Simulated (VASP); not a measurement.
# AlN (R3m) in VASP: further runs

Runs on AlN. Level: PBE. Tasks: single point.

Everything below comes from runs of VASP 6.6.1. Logs are shortened: lines on timing, memory, paths and dates and some standing lists are left out, and cuts for length are marked.

**1. The cell of the first run**

Symmetry: R3m, No. 160, trigonal system. The conventional cell has a = 3.059 Å, b = 3.059 Å, c = 7.594 Å, α = 90.00°, β = 90.00°, γ = 120.00°. Within 2.5 Å of Al (site symmetry 3m) lie 4 N at 1.88 to 1.89 Å. N (site symmetry 3m) has 4 Al at 1.88 to 1.89 Å within 2.5 Å.

**2. Single point, PBE (epitaxial 111 strain -1.0%)**

The input, INCAR:

```
SYSTEM = AlN
  ALGO = Normal
  EDIFF = 1E-7
  ENCUT = 520
  GGA = PE
  ISIF = 2
  ISMEAR = -1
  LASPH = .TRUE.
  LCHARG = .TRUE.
  LELF = .TRUE.
  LREAL = .FALSE.
  LVHAR = .TRUE.
  LWAVE = .FALSE.
  NBANDS = 11
  NELM = 100
  PREC = Accurate
  SIGMA = 0.02
```

The input, KPOINTS:

```
k-points
0
G
  10 10 10
  0 0 0
```

The input, POSCAR:

```
AlN
1.0
    0.0195401572      2.1825678056      2.1825678056
    2.1825678056      0.0195401572      2.1825678056
    2.1825678056      2.1825678056      0.0195401572
Al N
1 1
Direct
    0.0006142246      0.0006142246      0.0006142246
    0.2493857754      0.2493857754      0.2493857754
```

Potentials or basis: VASP PAW PBE potentials, release 64 (Al, N).

The run is started by

```
> cat potpaw_PBE.64/Al/POTCAR potpaw_PBE.64/N/POTCAR > POTCAR
> mpirun -np 1 vasp_std > vasp.out
```

OUTCAR:

```text
SYSTEM = AlN
   EDIFF = 1E-7
   ENCUT = 520
   GGA = PE
   ISIF = 2
   ISMEAR = -1
   LASPH = .TRUE.
   LREAL = .FALSE.
   NELM = 100
   PREC = Accurate

 ion  position               nearest neighbor table
   1  0.001  0.001  0.001-   2 1.88   2 1.88   2 1.88   2 1.89
   2  0.249  0.249  0.249-   1 1.88   1 1.88   1 1.88   1 1.89

  LATTYP: Found a trigonal (rhomboedric) cell.
 ALAT       =     3.0866788414
 COS(alpha) =     0.5089324331

  Lattice vectors:

 A1 = (   0.0195401572,   2.1825678056,   2.1825678056)
 A2 = (   2.1825678056,   0.0195401572,   2.1825678056)
 A3 = (   2.1825678056,   2.1825678056,   0.0195401572)

Analysis of symmetry for initial positions (statically):
=====================================================================
 Subroutine PRICEL returns:
 Original cell was already a primitive cell.

 Routine SETGRP: Setting up the symmetry group for a
 trigonal (rhombohedral) supercell.

 Subroutine GETGRP returns: Found  6 space group operations
 (whereof  6 operations were pure point group operations)
 out of a pool of 12 trial point group operations.

The static configuration has the point symmetry C_3v.

Analysis of symmetry for dynamics (positions and initial velocities):
=====================================================================
 Subroutine PRICEL returns:
 Original cell was already a primitive cell.

 Routine SETGRP: Setting up the symmetry group for a
 trigonal (rhombohedral) supercell.

 Subroutine GETGRP returns: Found  6 space group operations
 (whereof  6 operations were pure point group operations)
 out of a pool of 12 trial point group operations.

The dynamic configuration has the point symmetry C_3v.

 Subroutine INISYM returns: Found  6 space group operations
 (whereof  6 operations are pure point group operations),
 and found     1 'primitive' translations

----------------------------------------------------------------------------------------

                                     Primitive cell

  volume of cell :      20.5145

  direct lattice vectors                    reciprocal lattice vectors
     0.019540157  2.182567806  2.182567806    -0.232187616  0.230127325  0.230127325
     2.182567806  0.019540157  2.182567806     0.230127325 -0.232187616  0.230127325
     2.182567806  2.182567806  0.019540157     0.230127325  0.230127325 -0.232187616

  length of vectors
     3.086678841  3.086678841  3.086678841     0.399785268  0.399785268  0.399785268

  position of ions in fractional coordinates (direct lattice)
     0.000614225  0.000614225  0.000614225
     0.249385775  0.249385775  0.249385775

  ion indices of the primitive-cell ions
[... 79 lines left out ...]
   IBRION =     -1    ionic relax: 0-MD 1-quasi-New 2-CG
   NFREE  =      0    steps in history (QN), initial steepest desc. (CG)
   ISIF   =      2    stress and relaxation
   ISYM   =      2    0-nonsym 1-usesym 2-fastsym
   POTIM  = 0.5000    time-step for ionic-motion
   TEBEG  =    0.0;   TEEND  =   0.0 temperature during run
   PSTRESS=    0.0 pullay stress
   NELECT =       8.0000    total number of electrons
   NUPDOWN=      -1.0000    fix difference up-down
   EMIN   =  10.00;   EMAX   =-10.00  energy-range for DOS
   EFERMI =   0.00;   METHOD = LEGACY
   ISMEAR =    -1;   SIGMA  =   0.02  broadening in eV -4-tet -1-fermi 0-gaus
   EFERMI_NEDOS =   21; number of points for ismear=-14 and -15
   IALGO  =     38    algorithm
   IMIX   =      4    mixing-type and parameters
     AMIX     =   0.40;   BMIX     =  1.00
     AMIX_MAG =   1.60;   BMIX_MAG =  1.00
  volume/ion in A,a.u.               =      10.26        69.22
  Fermi-wavevector in a.u.,A,eV,Ry     =   1.196054  2.260215 19.463763  1.430546
  Thomas-Fermi vector in A             =   2.332004
   LORBIT       =      0    0 simple, 1 ext, 2 COOP (PROOUT), +10 PAW based schemes
   GGA     = PE    functional components
   LHFCALC =     F    Hartree Fock is set to
   AEXX    =    0.0000 exact exchange contribution
   IVDW    =     0    specifies the selected vdW correction
   LEPSILON=     F    determine dielectric tensor
   LRPA    =     F    only Hartree local field effects (RPA)
 non-spin polarized calculation
  energy-cutoff  :      520.00
  volume of cell :       20.51
 maximum number of plane-waves:       568
   NGX = 11   NGY = 11   NGZ = 11

 number of electron       7.9999999 magnetization

 Free energy of the ion-electron system (eV)
  ---------------------------------------------------
  ext. energy  EPLUGINS =         0.00000000
  ---------------------------------------------------
  free energy    TOTEN  =       -14.82483476 eV

  energy without entropy =      -14.82483476  energy(sigma->0) =      -14.82483476

 E-fermi :   6.6063     XC(G=0): -11.0016

 val. band max:        6.1578270798   @ k =   0.0000   0.0000   0.0000
 cond. band min:       9.4400150791   @ k =   0.5000   0.5000  -0.0000
 fundamental gap:      3.2821879992
 Fermi energy:         6.6063269475

 k-point     1 :       0.0000    0.0000    0.0000
  band No.  band energies     occupation
      1      -8.9537      2.00000
      2       6.0384      2.00000
      3       6.1578      2.00000
      4       6.1578      2.00000
      5      10.4454      0.00000
      6      18.6007      0.00000
      7      18.9522      0.00000
      8      18.9522      0.00000
      9      23.9287      0.00000
     10      23.9287      0.00000
     11      25.2925      0.00000
[... 309 lines left out ...]
 k-point    24 :       0.4000    0.3000   -0.0000
  band No.  band energies     occupation
      1      -6.9026      2.00000
      2       1.9447      2.00000
      3       4.4483      2.00000
      4       4.6424      2.00000
      5      11.0579      0.00000
      6      15.7688      0.00000
      7      18.5599      0.00000
      8      20.8311      0.00000
      9      21.4388      0.00000
     10      27.5971      0.00000
     11      29.9568      0.00000

 [... further k-points ...]
[... 5 lines left out ...]
  --------------------------------------------------------------------------------------
  -------------------------------------------------------------------------------------
  Total        1.0199799      1.0199799      1.0199799     -0.2225036     -0.2225036     -0.2225036
  in kB       79.6600513     79.6600513     79.6600513    -17.3774516    -17.3774516    -17.3774516
  external PRESSURE =      79.6600513 kB  Pullay stress =       0.0000000 kB

 VOLUME and BASIS-vectors are now :
 -----------------------------------------------------------------------------
  energy-cutoff  :      520.00
  volume of cell :       20.51
      direct lattice vectors                 reciprocal lattice vectors
     0.019540157  2.182567806  2.182567806    -0.232187616  0.230127325  0.230127325
     2.182567806  0.019540157  2.182567806     0.230127325 -0.232187616  0.230127325
     2.182567806  2.182567806  0.019540157     0.230127325  0.230127325 -0.232187616

 POSITION                                       TOTAL-FORCE (eV/Angst)
 -----------------------------------------------------------------------------------
      0.00269      0.00269      0.00269         0.006800      0.006800      0.006800
      1.09348      1.09348      1.09348        -0.006800     -0.006800     -0.006800
 -----------------------------------------------------------------------------------
    total drift:                               -0.000108     -0.000108     -0.000108

  FREE ENERGIE OF THE ION-ELECTRON SYSTEM (eV)
  ---------------------------------------------------
  free  energy   TOTEN  =       -14.8248347579 eV

  energy  without entropy=      -14.8248347579  energy(sigma->0) =      -14.82483476
```

OSZICAR:

```text
N       E                     dE             d eps       ncg     rms          rms(c)
DAV:   1     0.106100820413E+02    0.10610E+02   -0.39073E+03  2592   0.605E+02
DAV:   2    -0.163656750579E+02   -0.26976E+02   -0.25886E+02  3042   0.136E+02
DAV:   3    -0.172312854046E+02   -0.86561E+00   -0.86460E+00  3104   0.235E+01
DAV:   4    -0.172358603347E+02   -0.45749E-02   -0.45746E-02  2870   0.186E+00
DAV:   5    -0.172359159131E+02   -0.55578E-04   -0.55578E-04  3097   0.198E-01    0.870E+00
DAV:   6    -0.148363521089E+02    0.23996E+01   -0.11811E+01  2996   0.173E+01    0.285E+00
DAV:   7    -0.148313387909E+02    0.50133E-02   -0.18072E-01  2870   0.328E+00    0.208E+00
DAV:   8    -0.148261886127E+02    0.51502E-02   -0.27905E-02  2795   0.157E+00    0.579E-01
DAV:   9    -0.148247803124E+02    0.14083E-02   -0.40615E-03  3062   0.378E-01    0.232E-01
DAV:  10    -0.148248213644E+02   -0.41052E-04   -0.38533E-04  2795   0.128E-01    0.250E-02
DAV:  11    -0.148248347652E+02   -0.13401E-04   -0.12771E-05  2966   0.271E-02    0.146E-02
DAV:  12    -0.148248347579E+02    0.72984E-08   -0.27829E-07  2957   0.416E-03
   1 F= -.14824835E+02 E0= -.14824835E+02  d E =-.893212E-12
```

stdout:

```text
POSCAR found type information on POSCAR AlN
 POSCAR found :  2 types and       2 ions
 scaLAPACK will be used
 LDA part: xc-table for (Slater+PW92), standard interpolation
 POSCAR, INCAR and KPOINTS ok, starting setup
 FFT: planning ... GRIDC
 FFT: planning ... GRID_SOFT
 FFT: planning ... GRID
 WAVECAR not read
 entering main loop
```

Run time: 8.6 s. Hardware: 1 thread of Intel Xeon 6975P-C (Granite Rapids), shared host; peak memory 0.14 GiB.

What came out:

- Free energy: -14.8248 eV
- Pressure: 8.0 GPa
- Largest force: 0.012 eV/Å
- Band gap on the k mesh: 3.28 eV, indirect (least direct gap 4.29 eV)

Forces in eV/Å, atoms in the order of the input:
```
Al   0.007  0.007  0.007
N   -0.007 -0.007 -0.007
```

Caveat: the cell differs from its parent crystal (epitaxial 111 strain -1.0%). A k mesh can miss the band edges.

[end of part 1 of 2]
